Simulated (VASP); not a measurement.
Input of a VASP 6.6.1 run:

File INCAR:

```
PREC = Accurate
ENCUT = 880
EDIFF = 1E-6
ISMEAR = 0
SIGMA = 0.1
LREAL = F
LASPH = T
NELM = 120
ALGO = Normal
ISIF = 2
LWAVE = F
LCHARG = F
GGA = PE
NBANDS = 20
GGA_COMPAT = F
```

KPOINTS

```
Automatic mesh
0
Gamma
  12 12 18
```

File POSCAR:

```
Li3Os
1.0
    5.0855945389      0.0000000000      0.0000000000
   -2.5427972695      4.4042540640      0.0000000000
    0.0000000000      0.0000000000      2.4364052154
Li Os
3 1
Direct
    0.5000000000      0.5000000000      0.5000000000
    0.0000000000      0.5000000000      0.5000000000
    0.5000000000      0.0000000000      0.5000000000
    0.0000000000      0.0000000000      0.0000000000
```

Potentials or basis: VASP PAW PBE potentials, release 64 (Li_sv, Os_sv_GW).

Launch:

```sh
$ cat potpaw_PBE.64/Li_sv/POTCAR potpaw_PBE.64/Os_sv_GW/POTCAR > POTCAR
$ mpirun -np 1 vasp_std > vasp.out
```

**Question.** Estimate the pressure.

**Answer.** 0.0 GPa.

**Question.** Estimate the band gap on the k mesh.

**Answer.** Zero (an odd number of electrons rules out a gap without spin polarisation).

Stress tensor (GPa, compression positive):
```
-0.07  0.00  0.00
 0.00 -0.07  0.00
 0.00  0.00  0.14
```

Caveat: spin-orbit coupling is left out, which moves the levels of the heavy elements.
